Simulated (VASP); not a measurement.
# Mg5Te (I4/mmm) in VASP: density of states with PBE

Aim: the density of states of Mg5Te with PBE.

Everything below comes from runs of VASP 6.6.1. Logs are shortened: lines on timing, memory, paths and dates and some standing lists are left out, and cuts for length are marked.

## 1. The cell of the first run

The structure is tetragonal, space group I4/mmm (No. 139). Conventional cell: a = 6.026 Å, b = 6.026 Å, c = 9.278 Å, α = 90.00°, β = 90.00°, γ = 90.00°. Mg (site symmetry 4/mmm) has 8 Mg at 3.15 Å within 4.1 Å. Mg (site symmetry 2/m) has 6 Mg at 3.01 to 3.15 Å and 2 Te at 3.15 Å within 4.0 Å. Within 4.1 Å of Te (site symmetry 4/mmm) lie 8 Mg at 3.15 Å.

## 2. Density of states, PBE

File POSCAR:

```
Mg5Te
1.0
   -3.0131200411      3.0131121173      4.6392080807
    3.0131200411     -3.0131121173      4.6392080807
    3.0131200411      3.0131121173     -4.6392080807
Mg Te
5 1
Direct
    0.5000000000      0.0000000000      0.5000000000
    0.5000000000      0.0000000000      0.0000000000
    0.0000000000      0.0000000000      0.5000000000
    0.5000000000      0.5000000000      0.5000000000
    0.0000000000      0.5000000000      0.0000000000
    0.0000000000      0.5000000000      0.5000000000
```

File INCAR.step1:

```
SYSTEM = Mg5Te
  PREC = Accurate
  ENCUT = 520
  EDIFF = 1E-6
  ISMEAR = 0
  SIGMA = 0.1
  LREAL = .False.
  LASPH = .True.
  NELM = 80
  ALGO = Fast
  ISIF = 2
  LWAVE = .False.
  LCHARG = .True.
  GGA = PE
  NBANDS = 17
```

File KPOINTS.step1:

```
regular mesh
0
Gamma
  10 10 10
  0 0 0
```

File INCAR.step2:

```
SYSTEM = Mg5Te
  PREC = Accurate
  ENCUT = 520
  EDIFF = 1E-6
  ISMEAR = -5
  SIGMA = 0.1
  LREAL = .False.
  LASPH = .True.
  NELM = 80
  ALGO = Fast
  ISIF = 2
  LWAVE = .False.
  LCHARG = .False.
  GGA = PE
  LORBIT = 11
  NBANDS = 17
  NEDOS = 2001
  ICHARG = 11
```

File KPOINTS.step2:

```
regular mesh
0
Gamma
  15 15 15
  0 0 0
```

Potentials or basis: VASP PAW PBE potentials, release 64 (Mg, Te).

Run with:

```console
$ cat potpaw_PBE.64/Mg/POTCAR potpaw_PBE.64/Te/POTCAR > POTCAR
$ cp INCAR.step1 INCAR
$ cp KPOINTS.step1 KPOINTS
$ mpirun -np 1 vasp_std > vasp.out
$ cp INCAR.step2 INCAR
$ cp KPOINTS.step2 KPOINTS
$ mpirun -np 1 vasp_std > vasp.out
```

OUTCAR:

```text
SYSTEM = Mg5Te
   PREC = Accurate
   ENCUT = 520
   EDIFF = 1E-6
   ISMEAR = -5
   LREAL = .False.
   LASPH = .True.
   NELM = 80
   ISIF = 2
   GGA = PE
   LORBIT = 11
   ICHARG = 11

 ion  position               nearest neighbor table
   1  0.500  0.000  0.500-   2 3.15   3 3.15   4 3.15   5 3.15   2 3.15   4 3.15   3 3.15   5 3.15

   2  0.500  0.000  0.000-   3 3.01   3 3.01   4 3.01   4 3.01   1 3.15   1 3.15   6 3.15   6 3.15

   3  0.000  0.000  0.500-   2 3.01   2 3.01   5 3.01   5 3.01   6 3.15   1 3.15   1 3.15   6 3.15

   4  0.500  0.500  0.500-   5 3.01   5 3.01   2 3.01   2 3.01   1 3.15   1 3.15   6 3.15   6 3.15

   5  0.000  0.500  0.000-   4 3.01   4 3.01   3 3.01   3 3.01   6 3.15   1 3.15   6 3.15   1 3.15

   6  0.000  0.500  0.500-   2 3.15   3 3.15   4 3.15   5 3.15   5 3.15   3 3.15   4 3.15   2 3.15

  LATTYP: Found a body centered tetragonal cell.
 ALAT       =     6.0262400822
 C/A-ratio  =     1.5396691859

  Lattice vectors:

 A1 = (  -3.0131200411,   3.0131121173,   4.6392080807)
 A2 = (   3.0131200411,  -3.0131121173,   4.6392080807)
 A3 = (   3.0131200411,   3.0131121173,  -4.6392080807)

Analysis of symmetry for initial positions (statically):
=====================================================================
 Subroutine PRICEL returns:
 Original cell was already a primitive cell.

 Routine SETGRP: Setting up the symmetry group for a
 body centered tetragonal supercell.

 Subroutine GETGRP returns: Found 16 space group operations
 (whereof  8 operations were pure point group operations)
 out of a pool of 16 trial point group operations.

The static configuration has the point symmetry D_2h.
 The point group associated with its full space group is D_4h.

Analysis of symmetry for dynamics (positions and initial velocities):
=====================================================================
 Subroutine PRICEL returns:
 Original cell was already a primitive cell.

 Routine SETGRP: Setting up the symmetry group for a
 body centered tetragonal supercell.

 Subroutine GETGRP returns: Found 16 space group operations
 (whereof  8 operations were pure point group operations)
 out of a pool of 16 trial point group operations.

The dynamic configuration has the point symmetry D_2h.
 The point group associated with its full space group is D_4h.

 Subroutine INISYM returns: Found 16 space group operations
 (whereof  8 operations are pure point group operations),
 and found     1 'primitive' translations

----------------------------------------------------------------------------------------

                                     Primitive cell

  volume of cell :     168.4750

  direct lattice vectors                    reciprocal lattice vectors
    -3.013120041  3.013112117  4.639208081     0.000000000  0.165941386  0.107777015
     3.013120041 -3.013112117  4.639208081     0.165940949  0.000000000  0.107777015
     3.013120041  3.013112117 -4.639208081     0.165940949  0.165941386  0.000000000

  length of vectors
     6.299205397  6.299205397  6.299205397     0.197869726  0.197869360  0.234676250

  position of ions in fractional coordinates (direct lattice)
     0.500000000  0.000000000  0.500000000
     0.500000000  1.000000000  1.000000000
     0.000000000  0.000000000  0.500000000
     0.500000000  0.500000000  0.500000000
     0.000000000  0.500000000  0.000000000
     0.000000000  0.500000000  0.500000000

  ion indices of the primitive-cell ions
   primitive index   ion index
                 1           1
                 2           2
                 3           3
                 4           4
                 5           5
                 6           6

----------------------------------------------------------------------------------------

 KPOINTS: regular mesh

Automatic generation of k-mesh.
 Grid dimensions read from file:
 generate k-points for:   15   15   15

 Generating k-lattice:

  Cartesian coordinates                     Fractional coordinates (reciprocal lattice)
     0.000000000  0.011062759  0.007185134     0.066666667 -0.000000000  0.000000000
     0.011062730  0.000000000  0.007185134    -0.000000000  0.066666667  0.000000000
     0.011062730  0.011062759  0.000000000     0.000000000  0.000000000  0.066666667

  Length of vectors
     0.013191315  0.013191291  0.015645083

  Shift w.r.t. Gamma in fractional coordinates (k-lattice)
     0.000000000  0.000000000  0.000000000

 TETIRR: Found   4311 inequivalent tetrahedra from    20250

 Subroutine IBZKPT returns following result:
 ===========================================

 Found    288 irreducible k-points:

 Following reciprocal coordinates:
            Coordinates               Weight
  0.000000  0.000000  0.000000      1.000000
  0.066667  0.000000  0.000000      8.000000
  0.133333  0.000000 -0.000000      8.000000
  0.200000 -0.000000  0.000000      8.000000
  0.266667  0.000000 -0.000000      8.000000
  0.333333 -0.000000  0.000000      8.000000
[... 16 lines left out ...]
  0.133333  0.133333 -0.000000      8.000000
  0.200000  0.133333  0.000000     16.000000
 [... further k-points ...]
   k-points           NKPTS =    288   k-points in BZ     NKDIM =    288   number of bands    NBANDS=     17
   number of dos      NEDOS =   2001   number of ions     NIONS =      6
   total plane-waves  NPLWV = 110592
   dimension x,y,z NGX =    48 NGY =   48 NGZ =   48
   dimension x,y,z NGXF=    96 NGYF=   96 NGZF=   96
   ions per type =               5   1
   NGX,Y,Z   is equivalent  to a cutoff of  12.67, 12.67, 12.67 a.u.
   NGXF,Y,Z  is equivalent  to a cutoff of  25.34, 25.34, 25.34 a.u.
 SYSTEM =  Mg5Te
   PREC   = accura    normal or accurate (medium, high low for compatibility)
   ISTART =      0    job   : 0-new  1-cont  2-samecut
   ICHARG =     11    charge: 1-file 2-atom 10-const
   ISPIN  =      1    spin polarized calculation?
   LNONCOLLINEAR =      F non collinear calculations
   LSORBIT =      F    spin-orbit coupling
   LASPH  =      T    aspherical Exc in radial PAW
   ENCUT  =  520.0 eV  38.22 Ry    6.18 a.u.  11.71 11.71 11.71*2*pi/ulx,y,z
   NELM   =     80;   NELMIN=  2; NELMDL=  0     # of ELM steps
   EDIFF  = 0.1E-05   stopping-criterion for ELM
   LREAL  =      F    real-space projection
   EDIFFG = 0.1E-04   stopping-criterion for IOM
   NSW    =      0    number of steps for IOM
   IBRION =     -1    ionic relax: 0-MD 1-quasi-New 2-CG
   NFREE  =      0    steps in history (QN), initial steepest desc. (CG)
   ISIF   =      2    stress and relaxation
   ISYM   =      2    0-nonsym 1-usesym 2-fastsym
   POTIM  = 0.5000    time-step for ionic-motion
   TEBEG  =    0.0;   TEEND  =   0.0 temperature during run
   PSTRESS=    0.0 pullay stress
   NELECT =      16.0000    total number of electrons
   NUPDOWN=      -1.0000    fix difference up-down
   EMIN   =  10.00;   EMAX   =-10.00  energy-range for DOS
   EFERMI =   0.00;   METHOD = LEGACY
   ISMEAR =    -5;   SIGMA  =   0.10  broadening in eV -4-tet -1-fermi 0-gaus
   EFERMI_NEDOS =   21; number of points for ismear=-14 and -15
   IALGO  =     68    algorithm
   IMIX   =      4    mixing-type and parameters
     AMIX     =   0.40;   BMIX     =  1.00
     AMIX_MAG =   1.60;   BMIX_MAG =  1.00
  volume/ion in A,a.u.               =      28.08       189.49
  Fermi-wavevector in a.u.,A,eV,Ry     =   0.746912  1.411460  7.590392  0.557878
  Thomas-Fermi vector in A             =   1.842845
   LORBIT       =     11    0 simple, 1 ext, 2 COOP (PROOUT), +10 PAW based schemes
   GGA     = PE    functional components
   LHFCALC =     F    Hartree Fock is set to
   AEXX    =    0.0000 exact exchange contribution
   IVDW    =     0    specifies the selected vdW correction
   LEPSILON=     F    determine dielectric tensor
   LRPA    =     F    only Hartree local field effects (RPA)
 non-spin polarized calculation
 RMM-DIIS sequential band-by-band and
 Fermi weights with tetrahedron method with Bloechl corrections
  energy-cutoff  :      520.00
  volume of cell :      168.48
 maximum number of plane-waves:      4577

 number of electron      16.0000000 magnetization

 Free energy of the ion-electron system (eV)
  ---------------------------------------------------
  ext. energy  EPLUGINS =         0.00000000
  ---------------------------------------------------
  free energy    TOTEN  =       -10.29999820 eV

  energy without entropy =      -10.29999820  energy(sigma->0) =      -10.29999820

 E-fermi :   2.5352     XC(G=0):  -8.1120

 val. band max:        2.5646832097   @ k =  -0.4667  -0.4667   0.0667
 cond. band min:       2.4744079725   @ k =  -0.2667   0.2667   0.2000
 fundamental gap:     -0.0902752372
 Fermi energy:         2.5351551880

 k-point     1 :       0.0000    0.0000    0.0000
  band No.  band energies     occupation
      1      -8.6176      2.00000
      2      -2.1883      2.00000
      3      -1.2796      2.00000
      4      -0.1998      2.00000
      5      -0.1998      2.00000
      6       1.8152      2.00000
[... 9 lines left out ...]
     16       8.2978      0.00000
     17       8.2989      0.00000

 k-point     2 :       0.0667    0.0000    0.0000
  band No.  band energies     occupation
      1      -8.6138      2.00000
      2      -2.2309      2.00000
      3      -1.2547      2.00000
      4      -0.2126      2.00000
      5      -0.1935      2.00000
      6       1.5699      2.00000
[... 9 lines left out ...]
     16       8.0555      0.00000
     17       8.1728      0.00000

 k-point     3 :       0.1333    0.0000   -0.0000
  band No.  band energies     occupation
      1      -8.6030      2.00000
      2      -2.3373      2.00000
      3      -1.1990      2.00000
      4      -0.2463      2.00000
      5      -0.1906      2.00000
      6       1.3059      2.00000
[... 9 lines left out ...]
     16       7.4441      0.00000
     17       7.7967      0.00000

 k-point     4 :       0.2000   -0.0000    0.0000
  band No.  band energies     occupation
      1      -8.5870      2.00000
      2      -2.4700      2.00000
      3      -1.1406      2.00000
      4      -0.2907      2.00000
      5      -0.2317      2.00000
      6       1.1565      2.00000
[... 9 lines left out ...]
     16       6.8047      0.00000
     17       7.2634      0.00000
[... 343 lines left out ...]
      1      -8.6127      2.00000
      2      -2.2065      2.00000
      3      -1.3216      2.00000
      4      -0.2183      2.00000
      5      -0.1415      2.00000
      6       1.4874      2.00000
[... 9 lines left out ...]
     16       8.0573      0.00000
     17       8.2767      0.00000

 k-point    23 :       0.1333    0.1333   -0.0000
  band No.  band energies     occupation
      1      -8.5813      2.00000
      2      -2.5544      2.00000
      3      -0.9152      2.00000
      4      -0.5119      2.00000
      5      -0.1923      2.00000
      6       1.0622      2.00000
[... 9 lines left out ...]
     16       6.5403      0.00000
     17       7.4365      0.00000

 k-point    24 :       0.2000    0.1333    0.0000
  band No.  band energies     occupation
      1      -8.5645      2.00000
      2      -2.6544      2.00000
      3      -0.8210      2.00000
      4      -0.6680      2.00000
      5      -0.2165      2.00000
      6       0.8879      2.00000
[... 9 lines left out ...]
     16       7.0202      0.00000
     17       7.1389      0.00000

 [... further k-points ...]

------------------------ aborting loop because EDIFF is reached ----------------------------------------

  FORCE on cell =-STRESS in cart. coord.  units (eV):
  Direction    XX          YY          ZZ          XY          YZ          ZX
  --------------------------------------------------------------------------------------
  -------------------------------------------------------------------------------------
  Total       -0.0702480     -0.0702476     -0.0191335      0.0000000      0.0000000      0.0000000
  in kB       -0.6680498     -0.6680463     -0.1819576      0.0000000      0.0000000      0.0000000
  external PRESSURE =      -0.5060179 kB  Pullay stress =       0.0000000 kB

 VOLUME and BASIS-vectors are now :
 -----------------------------------------------------------------------------
  energy-cutoff  :      520.00
  volume of cell :      168.48
      direct lattice vectors                 reciprocal lattice vectors
    -3.013120041  3.013112117  4.639208081     0.000000000  0.165941386  0.107777015
     3.013120041 -3.013112117  4.639208081     0.165940949  0.000000000  0.107777015
     3.013120041  3.013112117 -4.639208081     0.165940949  0.165941386  0.000000000

 POSITION                                       TOTAL-FORCE (eV/Angst)
 -----------------------------------------------------------------------------------
      0.00000      3.01311      0.00000        -0.000000      0.000000      0.000000
     -1.50656      1.50656      2.31960         0.000000      0.000000      0.000000
      1.50656      1.50656     -2.31960        -0.000000      0.000000     -0.000000
      1.50656      1.50656      2.31960        -0.000000     -0.000000     -0.000000
      1.50656     -1.50656      2.31960         0.000000      0.000000      0.000000
      3.01312      0.00000      0.00000        -0.000000      0.000000     -0.000000
 -----------------------------------------------------------------------------------
    total drift:                               -0.000000     -0.000000     -0.000000

  FREE ENERGIE OF THE ION-ELECTRON SYSTEM (eV)
  ---------------------------------------------------
  free  energy   TOTEN  =       -10.2999982022 eV

  energy  without entropy=      -10.2999982022  energy(sigma->0) =      -10.29999820

 total charge

# of ion       s       p       d       tot
------------------------------------------
    1        0.229   0.106   0.006   0.341
    2        0.219   0.109   0.012   0.340
    3        0.219   0.109   0.012   0.340
    4        0.219   0.109   0.012   0.340
    5        0.219   0.109   0.012   0.340
    6        1.374   1.988   0.029   3.391
--------------------------------------------------
tot          2.480   2.530   0.083   5.093
```

It took 13 min on 1 thread of Intel Xeon Platinum 8488C (Sapphire Rapids), shared host; peak memory 0.91 GiB.

What came out:

```yaml
Valence_electrons_inside_the_program's_atomic_spheres: Mg 0.34; Te 3.39
```

Caveat: spin-orbit coupling is left out, which moves the levels of the heavy elements; tetrahedron occupations give inexact forces and stress in metals.
